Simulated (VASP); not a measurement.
# Li3S2 in VASP: a series of runs

Runs on Li3S2. Level: PBE. Tasks: single point, relaxation of cell and atoms.

Everything below comes from runs of VASP 6.6.1. Logs are shortened: lines on timing, memory, paths and dates and some standing lists are left out, and cuts for length are marked.

### Step 1. The cell of the first run

The typed cell holds 10 atoms: a = 8.222 Å, b = 3.845 Å, c = 5.862 Å, α = 90.00°, β = 90.00°, γ = 90.00°.

### Step 2. Single point, PBE

Input file INCAR:

```
PREC = Accurate
ENCUT = 520
EDIFF = 1E-6
ISMEAR = 0
SIGMA = 0.1
LREAL = False
LASPH = True
NELM = 100
ALGO = Normal
ISIF = 2
LWAVE = False
LCHARG = True
GGA = PE
LELF = True
LVHAR = True
NBANDS = 32
```

Input file KPOINTS:

```
regular mesh
0
Gamma
  4 4 4
```

Input file POSCAR:

```
Li3S2
1.0
    8.2223885066      0.0000000000      0.0000000000
    0.0000000000      3.8451736989      0.0000000000
    0.0000000000      0.0000000000      5.8621546355
Li S
6 4
Direct
    0.2998970054      0.5000000000      0.0000000000
    0.2001029946      0.5000000000      0.5000000000
    0.7001029946      0.5000000000      0.0000000000
    0.7998970054      0.5000000000      0.5000000000
    0.0000000000      0.0000000000      0.0000000000
    0.5000000000      0.0000000000      0.5000000000
    0.2500000000     -0.0000779934      0.2500000000
    0.2500000000      1.0000779934      0.7500000000
    0.7500000000      1.0000779934      0.7500000000
    0.7500000000     -0.0000779934      0.2500000000
```

Potentials or basis: VASP PAW PBE potentials, release 64 (Li_sv, S).

On the command line:

```console
$ cat potpaw_PBE.64/Li_sv/POTCAR potpaw_PBE.64/S/POTCAR > POTCAR
$ mpirun -np 1 vasp_std > vasp.out
```

OUTCAR:

```text
PREC = Accurate
   ENCUT = 520
   EDIFF = 1E-6
   ISMEAR = 0
   LREAL = False
   LASPH = True
   NELM = 100
   ISIF = 2
   GGA = PE

 ion  position               nearest neighbor table
   1  0.300  0.500  0.000-   7 2.45   8 2.45   8 2.45   7 2.45
   2  0.200  0.500  0.500-   7 2.45   8 2.45   8 2.45   7 2.45
   3  0.700  0.500  0.000-   9 2.45  10 2.45   9 2.45  10 2.45
   4  0.800  0.500  0.500-   9 2.45  10 2.45   9 2.45  10 2.45
   5  0.000  0.000  0.000-   7 2.52   8 2.52   9 2.52  10 2.52
   6  0.500  0.000  0.500-   7 2.52   8 2.52   9 2.52  10 2.52
   7  0.250  1.000  0.250-   1 2.45   2 2.45   1 2.45   2 2.45   5 2.52   6 2.52
   8  0.250  0.000  0.750-   1 2.45   2 2.45   1 2.45   2 2.45   5 2.52   6 2.52
   9  0.750  0.000  0.750-   3 2.45   4 2.45   3 2.45   4 2.45   5 2.52   6 2.52
  10  0.750  1.000  0.250-   3 2.45   4 2.45   3 2.45   4 2.45   5 2.52   6 2.52

  LATTYP: Found a simple orthorhombic cell.
 ALAT       =     3.8451736989
 B/A-ratio  =     1.5245487186
 C/A-ratio  =     2.1383659492

  Lattice vectors:

 A1 = (   0.0000000000,   3.8451736989,   0.0000000000)
 A2 = (   0.0000000000,   0.0000000000,   5.8621546355)
 A3 = (   8.2223885066,   0.0000000000,   0.0000000000)

Analysis of symmetry for initial positions (statically):
=====================================================================
 Subroutine PRICEL returns:
 Original cell was already a primitive cell.

 Routine SETGRP: Setting up the symmetry group for a
 simple orthorhombic supercell.

 Subroutine GETGRP returns: Found  8 space group operations
 (whereof  4 operations were pure point group operations)
 out of a pool of  8 trial point group operations.

The static configuration has the point symmetry C_2h.
 The point group associated with its full space group is D_2h.

Analysis of symmetry for dynamics (positions and initial velocities):
=====================================================================
 Subroutine PRICEL returns:
 Original cell was already a primitive cell.

 Routine SETGRP: Setting up the symmetry group for a
 simple orthorhombic supercell.

 Subroutine GETGRP returns: Found  8 space group operations
 (whereof  4 operations were pure point group operations)
 out of a pool of  8 trial point group operations.

The dynamic configuration has the point symmetry C_2h.
 The point group associated with its full space group is D_2h.

 Subroutine INISYM returns: Found  8 space group operations
 (whereof  4 operations are pure point group operations),
 and found     1 'primitive' translations

----------------------------------------------------------------------------------------

                                     Primitive cell

  volume of cell :     185.3409

  direct lattice vectors                    reciprocal lattice vectors
     8.222388507  0.000000000  0.000000000     0.121619162  0.000000000  0.000000000
     0.000000000  3.845173699  0.000000000     0.000000000  0.260066275  0.000000000
     0.000000000  0.000000000  5.862154635     0.000000000  0.000000000  0.170585742

  length of vectors
     8.222388507  3.845173699  5.862154635     0.121619162  0.260066275  0.170585742

  position of ions in fractional coordinates (direct lattice)
     0.299897005  0.500000000  0.000000000
     0.200102995  0.500000000  0.500000000
     0.700102995  0.500000000  0.000000000
     0.799897005  0.500000000  0.500000000
     0.000000000  0.000000000  0.000000000
     0.500000000  0.000000000  0.500000000
     0.250000000  0.999922007  0.250000000
     0.250000000  0.000077993  0.750000000
     0.750000000  0.000077993  0.750000000
     0.750000000  0.999922007  0.250000000

  ion indices of the primitive-cell ions
   primitive index   ion index
                 1           1
                 2           2
                 3           3
                 4           4
                 5           5
                 6           6
                 7           7
                 8           8
                 9           9
                10          10

----------------------------------------------------------------------------------------

 KPOINTS: regular mesh

Automatic generation of k-mesh.
 Grid dimensions read from file:
 generate k-points for:    4    4    4

 Generating k-lattice:

  Cartesian coordinates                     Fractional coordinates (reciprocal lattice)
     0.030404791  0.000000000  0.000000000     0.250000000  0.000000000  0.000000000
     0.000000000  0.065016569  0.000000000     0.000000000  0.250000000  0.000000000
     0.000000000  0.000000000  0.042646436     0.000000000  0.000000000  0.250000000

  Length of vectors
     0.030404791  0.065016569  0.042646436

  Shift w.r.t. Gamma in fractional coordinates (k-lattice)
     0.000000000  0.000000000  0.000000000

 Subroutine IBZKPT returns following result:
 ===========================================

 Found     27 irreducible k-points:

 Following reciprocal coordinates:
[... 77 lines left out ...]

 E-fermi :   2.2895     XC(G=0):  -7.9213

 val. band max:        2.2878820006   @ k =   0.5000   0.2500   0.2500
 cond. band min:       2.3325222232   @ k =   0.2500   0.2500   0.2500
 fundamental gap:      0.0446402226
 Fermi energy:         2.2895051773

 k-point     1 :       0.0000    0.0000    0.0000
  band No.  band energies     occupation
      1     -43.7774      2.00000
      2     -43.7773      2.00000
      3     -43.5710      2.00000
      4     -43.5699      2.00000
      5     -43.5639      2.00000
      6     -43.5627      2.00000
[... 24 lines left out ...]
     31       8.0945      0.00000
     32       8.1895      0.00000

 k-point     2 :       0.2500    0.0000    0.0000
  band No.  band energies     occupation
      1     -43.7774      2.00000
      2     -43.7774      2.00000
      3     -43.5709      2.00000
      4     -43.5701      2.00000
      5     -43.5637      2.00000
      6     -43.5629      2.00000
[... 24 lines left out ...]
     31       8.1786      0.00000
     32       8.2637      0.00000

 k-point     3 :       0.5000    0.0000    0.0000
  band No.  band energies     occupation
      1     -43.7774      2.00000
      2     -43.7774      2.00000
      3     -43.5705      2.00000
      4     -43.5705      2.00000
      5     -43.5633      2.00000
      6     -43.5633      2.00000
[... 24 lines left out ...]
     31       8.2648      0.00000
     32       8.2648      0.00000

 k-point     4 :       0.0000    0.2500    0.0000
  band No.  band energies     occupation
      1     -43.7773      2.00000
      2     -43.7772      2.00000
      3     -43.5707      2.00000
      4     -43.5696      2.00000
      5     -43.5636      2.00000
      6     -43.5625      2.00000
[... 24 lines left out ...]
     31       8.8059      0.00000
     32       9.3848      0.00000

 k-point     5 :       0.2500    0.2500    0.0000
  band No.  band energies     occupation
      1     -43.7772      2.00000
      2     -43.7772      2.00000
      3     -43.5706      2.00000
      4     -43.5698      2.00000
      5     -43.5634      2.00000
      6     -43.5626      2.00000
[... 584 lines left out ...]
     31       8.9579      0.00000
     32       8.9579      0.00000

 k-point    22 :       0.0000    0.2500    0.5000
  band No.  band energies     occupation
      1     -43.7772      2.00000
      2     -43.7772      2.00000
      3     -43.5672      2.00000
      4     -43.5672      2.00000
      5     -43.5661      2.00000
      6     -43.5661      2.00000
[... 24 lines left out ...]
     31       9.0646      0.00000
     32       9.0646      0.00000

 k-point    23 :       0.2500    0.2500    0.5000
  band No.  band energies     occupation
      1     -43.7772      2.00000
      2     -43.7772      2.00000
      3     -43.5672      2.00000
      4     -43.5672      2.00000
      5     -43.5660      2.00000
      6     -43.5660      2.00000
[... 24 lines left out ...]
     31       9.3914      0.00000
     32       9.3942      0.00000

 k-point    24 :       0.5000    0.2500    0.5000
  band No.  band energies     occupation
      1     -43.7772      2.00000
      2     -43.7772      2.00000
      3     -43.5672      2.00000
      4     -43.5672      2.00000
      5     -43.5660      2.00000
      6     -43.5660      2.00000
[... 24 lines left out ...]
     31       9.3243      0.00000
     32       9.3243      0.00000

 [... further k-points ...]

------------------------ aborting loop because EDIFF is reached ----------------------------------------

  FORCE on cell =-STRESS in cart. coord.  units (eV):
  Direction    XX          YY          ZZ          XY          YZ          ZX
  --------------------------------------------------------------------------------------
  -------------------------------------------------------------------------------------
  Total        0.0501698     -0.1114812     -0.0685061      0.0000000      0.0000000      0.0000000
  in kB        0.4336924     -0.9636980     -0.5922004      0.0000000      0.0000000      0.0000000
  external PRESSURE =      -0.3740687 kB  Pullay stress =       0.0000000 kB

 VOLUME and BASIS-vectors are now :
 -----------------------------------------------------------------------------
  energy-cutoff  :      520.00
  volume of cell :      185.34
      direct lattice vectors                 reciprocal lattice vectors
     8.222388507  0.000000000  0.000000000     0.121619162  0.000000000  0.000000000
     0.000000000  3.845173699  0.000000000     0.000000000  0.260066275  0.000000000
     0.000000000  0.000000000  5.862154635     0.000000000  0.000000000  0.170585742

 POSITION                                       TOTAL-FORCE (eV/Angst)
 -----------------------------------------------------------------------------------
      2.46587      1.92259      0.00000         0.001595      0.000000      0.000000
      1.64532      1.92259      2.93108        -0.001595      0.000000      0.000000
      5.75652      1.92259      0.00000        -0.001595     -0.000000      0.000000
      6.57706      1.92259      2.93108         0.001595      0.000000     -0.000000
      0.00000      0.00000      0.00000         0.000000      0.000000      0.000000
      4.11119      0.00000      2.93108         0.000000      0.000000      0.000000
      2.05560      3.84487      1.46554         0.000000      0.001405     -0.000000
      2.05560      0.00030      4.39662        -0.000000     -0.001405      0.000000
      6.16679      0.00030      4.39662        -0.000000     -0.001405      0.000000
      6.16679      3.84487      1.46554         0.000000      0.001405      0.000000
 -----------------------------------------------------------------------------------
    total drift:                                0.000000     -0.000000     -0.000000

  FREE ENERGIE OF THE ION-ELECTRON SYSTEM (eV)
  ---------------------------------------------------
  free  energy   TOTEN  =       -37.3047525762 eV

  energy  without entropy=      -37.2703195082  energy(sigma->0) =      -37.28753604
```

It took 69 s on 1 thread of Intel Xeon 6975P-C (Granite Rapids), shared host; peak memory 0.34 GiB.

What came out:

```yaml
Free_energy: -37.3048 eV
Band_gap_on_the_k_mesh: zero (band 21 reaches 3.67 eV, above the bottom of band 22 at 0.33 eV)
```

Levels at points of the mesh, in eV from the Fermi level:
```
           k point  band 17  band 18  band 19  band 20  band 21  band 22  band 23  band 24  band 25  band 26
(0.00, 0.00, 0.00)    -2.33    -0.91    -0.84    -0.73     1.05     1.17     1.75     2.93     4.33     4.59
(0.50, 0.00, 0.00)    -1.74    -1.74    -0.79    -0.79     1.11     1.11     2.99     2.99     3.79     3.79
(0.00, 0.50, 0.00)    -2.87    -2.14    -1.94    -0.65     0.80     1.34     1.43     3.94     4.36     4.40
(0.50, 0.50, 0.00)    -2.76    -2.76    -1.36    -1.36     1.38     1.38     1.90     1.90     4.31     4.31
(0.00, 0.00, 0.50)    -1.85    -1.85    -1.68    -1.68    -1.67    -1.67     2.62     2.62     4.38     4.38
(0.50, 0.00, 0.50)    -2.09    -2.09    -1.77    -1.77    -1.75    -1.75     3.57     3.57     3.75     3.75
(0.00, 0.50, 0.50)    -2.16    -2.16    -2.15    -2.15    -1.46    -1.46     2.02     2.02     4.70     4.70
(0.50, 0.50, 0.50)    -2.14    -2.14    -2.07    -2.07    -1.94    -1.94     2.80     2.80     3.26     3.26
```

Caveat: the k points lie up to 0.41 Å⁻¹ apart; the cutoff is under 1.25 times the usual one of these potentials, so pressure, stress and relaxed cells hold a basis-set (Pulay) error.

### Step 3. Single point, PBE

This run uses another cell than the first one: it holds 5 atoms, not 10.

Input file INCAR:

```
  ALGO = Normal
  EDIFF = 1E-7
  ENCUT = 520
  GGA = PE
  ISIF = 2
  ISMEAR = 0
  LASPH = T
  LCHARG = T
  LELF = T
  LREAL = F
  LVHAR = T
  LWAVE = F
  NBANDS = 18
  NELM = 80
  PREC = Accurate
  SIGMA = 0.1
```

Input file KPOINTS:

```
k-points
0
Gamma
  8 8 10
```

Input file POSCAR:

```
Li3S2
1.0
    2.9101657904     -4.1272914502      0.0000000000
    2.9101657904      4.1272914502      0.0000000000
    0.0000000000      0.0000000000      3.8488107161
Li S
3 2
Direct
    0.6998183692      0.3001816308      0.5000000000
    0.3001816308      0.6998183692      0.5000000000
    0.0000000000      0.0000000000      0.0000000000
    0.0000000000      0.5000000000      0.0000000000
    0.5000000000      0.0000000000      0.0000000000
```

Potentials or basis: VASP PAW PBE potentials, release 64 (Li_sv, S).

On the command line:

```console
$ cat potpaw_PBE.64/Li_sv/POTCAR potpaw_PBE.64/S/POTCAR > POTCAR
$ mpirun -np 1 vasp_std > vasp.out
```

It took 89 s on 1 thread of Intel Xeon 6975P-C (Granite Rapids), shared host; peak memory 0.31 GiB.

The run converged. Its results:

```
Free energy : -18.7691 eV
```

Forces on the atoms (eV/Å):
```
Li   0.000  0.002  0.000
Li   0.000 -0.002  0.000
Li   0.000  0.000  0.000
S    0.000  0.000  0.000
S    0.000  0.000  0.000
```

Levels at points of the mesh, in eV from the Fermi level:
```
           k point  band 8  band 9  band 10  band 11  band 12  band 13
(0.00, 0.00, 0.00)   -2.56   -2.44    -0.81     1.09     1.63     2.88
(0.50, 0.00, 0.00)   -2.28   -2.15    -1.88    -1.86     3.47     3.65
(0.50, 0.50, 0.00)   -2.46   -0.99    -0.92     1.20     4.25     4.48
(0.00, 0.00, 0.50)   -2.95   -2.27    -2.00     1.37     4.24     4.29
(0.50, 0.00, 0.50)   -2.52   -2.22    -2.14    -2.03     2.71     3.15
(0.50, 0.50, 0.50)   -3.36   -3.20    -0.73     0.70     1.46     3.90
```

Caveat: the cutoff is under 1.25 times the usual one of these potentials, so pressure, stress and relaxed cells hold a basis-set (Pulay) error.

### Step 4. Relaxation of cell and atoms, PBE

This run uses another cell than the first one: it holds 5 atoms, not 10.

Input file INCAR:

```
SYSTEM = Li3S2
PREC = Accurate ; ENCUT = 600
EDIFF = 1E-6 ; ISMEAR = 0
SIGMA = 0.1 ; LREAL = .FALSE.
LASPH = .TRUE. ; NELM = 60
ALGO = Normal ; ISIF = 3
LWAVE = .FALSE. ; LCHARG = .FALSE.
GGA = PE ; IBRION = 2
NSW = 100 ; EDIFFG = -0.01
```

Input file KPOINTS:

```
Automatic mesh
0
G
  8 8 10
  0 0 0
```

Input file POSCAR:

```
Li3S2
1.0
    2.9310773178     -4.1111942533      0.0000000000
    2.9310773178      4.1111942533      0.0000000000
    0.0000000000      0.0000000000      3.8451736989
Li S
3 2
Direct
    0.7001029946      0.2998970054      0.5000000000
    0.2998970054      0.7001029946      0.5000000000
    0.0000000000      0.0000000000      0.0000000000
    0.0000000000      0.5000000000      0.0000000000
    0.5000000000      0.0000000000      0.0000000000
```

On the command line:

```console
$ cat potpaw_PBE.64/Li_sv/POTCAR potpaw_PBE.64/S/POTCAR > POTCAR
$ mpirun -np 1 vasp_std > vasp.out
```

Wall time 4.1 min (1 thread of Intel Xeon 6975P-C (Granite Rapids), shared host); peak memory 0.33 GiB.

Results (log left out):

```yaml
Free_energy: -18.7692 eV
Relaxed_volume: 18.41 Å³/atom
Relaxed_cell: a = 5.041 Å, b = 5.041 Å, c = 3.844 Å, α = 90.00°, β = 90.00°, γ = 109.51°
Space_group_after_relaxing_to_0.05_Å: Cmmm (No. 65)
Energy_gained_by_relaxing: 0.4 meV/atom
Ionic_steps: 7
Pressure_after_relaxing: 0.0 GPa
Largest_force_after_relaxing: 0.009 eV/Å
```

Forces on the atoms (eV/Å):
```
Li   0.000  0.009  0.000
Li   0.000 -0.009  0.000
Li   0.000  0.000  0.000
S    0.000  0.000  0.000
S    0.000  0.000  0.000
```

Step by step:
| step | energy change (eV) | largest force (eV/Å) | pressure (GPa) | volume (Å³) |
| --- | --- | --- | --- | --- |
| 1 | 0.0000 | 0.0052 | -0.30 | 92.67 |
| 2 | -0.0018 | 0.0090 | -0.07 | 92.20 |
| 3 | -0.0021 | 0.0113 | 0.05 | 91.95 |
| 4 | -0.0021 | 0.0110 | 0.07 | 91.97 |
| 5 | -0.0020 | 0.0100 | -0.01 | 92.09 |
| 6 | -0.0021 | 0.0112 | 0.03 | 91.98 |
| 7 | -0.0021 | 0.0090 | 0.02 | 92.05 |

Final structure:
```
Li S
1.0
     2.90889   -4.11647    0.00000
     2.90889    4.11647    0.00000
     0.00000    0.00000    3.84381
Li S
3 2
Direct
  0.69999 0.30001 0.50000
  0.30001 0.69999 0.50000
  0.00000 0.00000 0.00000
  0.00000 0.50000 0.00000
  0.50000 0.00000 0.00000
```

Levels at points of the mesh, in eV from the Fermi level:
```tsv
k point	band 7	band 8	band 9	band 10	band 11	band 12	band 13	band 14
(0.00, 0.00, 0.00)	-2.67	-2.55	-2.45	-0.80	1.09	1.65	2.88	5.43
(0.50, 0.00, 0.00)	-2.76	-2.28	-2.16	-1.88	-1.86	3.49	3.67	5.29
(0.50, 0.50, 0.00)	-4.06	-2.46	-0.99	-0.92	1.20	4.27	4.50	4.55
(0.00, 0.00, 0.50)	-4.38	-2.96	-2.27	-2.00	1.37	4.26	4.30	4.76
(0.50, 0.00, 0.50)	-3.64	-2.53	-2.22	-2.14	-2.03	2.71	3.16	6.72
(0.50, 0.50, 0.50)	-3.91	-3.36	-3.21	-0.72	0.70	1.47	3.90	6.21
```

Caveat: the cutoff is under 1.25 times the usual one of these potentials, so pressure, stress and relaxed cells hold a basis-set (Pulay) error.

### Step 5. Overview

| task | cell | k mesh | cutoff (eV) | gap on the mesh (eV) |
| --- | --- | --- | --- | --- |
| single point | a = 8.222, b = 3.845, c = 5.862 Å, 10 atoms | 4 × 4 × 4 | 520 | none |
| single point | a = 5.050, b = 5.050, c = 3.849 Å, angles 90.0, 90.0, 109.6°, 5 atoms | 8 × 8 × 10 | 520 | none |
| relaxation of cell and atoms | relaxed from a = 5.049, b = 5.049, c = 3.845 Å, angles 90.0, 90.0, 109.0°, 5 atoms | 8 × 8 × 10 | 600 | none |

Alike in all rows: level PBE; potentials or basis VASP PAW PBE potentials, release 64 (Li_sv, S); no spin polarisation; smearing gaussian 0.1 eV.

Caveats: some runs use coarse meshes; the cutoff is under 1.25 times the usual one of these potentials, so pressure, stress and relaxed cells hold a basis-set (Pulay) error.

Total energies depend on the potentials used, so only differences within one code and one set of settings carry meaning.
